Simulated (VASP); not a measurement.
Set up this calculation in VASP 6.6.1, as the native input.

```yaml
Task: single point
Functional: LDA
Potentials_or_basis: VASP PAW LDA potentials, release 64 (Ir)
Cutoff: 520 eV
k_mesh: 12 × 12 × 7
Occupations: gaussian, width 0.1 eV
Spin: no spin polarisation
Dipole_correction: no
Further_INCAR_settings: ALGO = Normal; EDIFF = 1e-06; NBANDS = 16
```

The structure of Ir lies in POSCAR:

```
Ir
1.0
    2.7141926579      0.0000000000      0.0000000000
   -1.3570963289      2.3505595523      0.0000000000
    0.0000000000      0.0000000000      4.4019813909
Ir
2
Direct
    0.6666666667      0.3333333333      0.7500000000
    0.3333333333      0.6666666667      0.2500000000
```

These files were run (other wordings do the same):

INCAR

```
ALGO = Normal
EDIFF = 1E-6
ENCUT = 520
ISIF = 2
ISMEAR = 0
LASPH = True
LCHARG = False
LREAL = False
LWAVE = False
NBANDS = 16
NELM = 80
PREC = Accurate
SIGMA = 0.1
```

KPOINTS

```
k-points
0
Gamma
  12 12 7
```

Potentials or basis: VASP PAW LDA potentials, release 64 (Ir).

Launch:

```bash
$ cat potpaw_LDA.64/Ir/POTCAR > POTCAR
$ mpirun -np 1 vasp_std > vasp.out
```

It gave:

```json
{"Pressure": "-1.7 GPa", "Band gap on the k mesh": "zero (band 9 reaches 11.56 eV, above the bottom of band 10 at 8.15 eV)"}
```

Caveat: spin-orbit coupling is left out, which moves the levels of the heavy elements.

Run time: 47 s on 1 thread of Intel Xeon 6975P-C (shared host), peak memory 0.15 GiB.
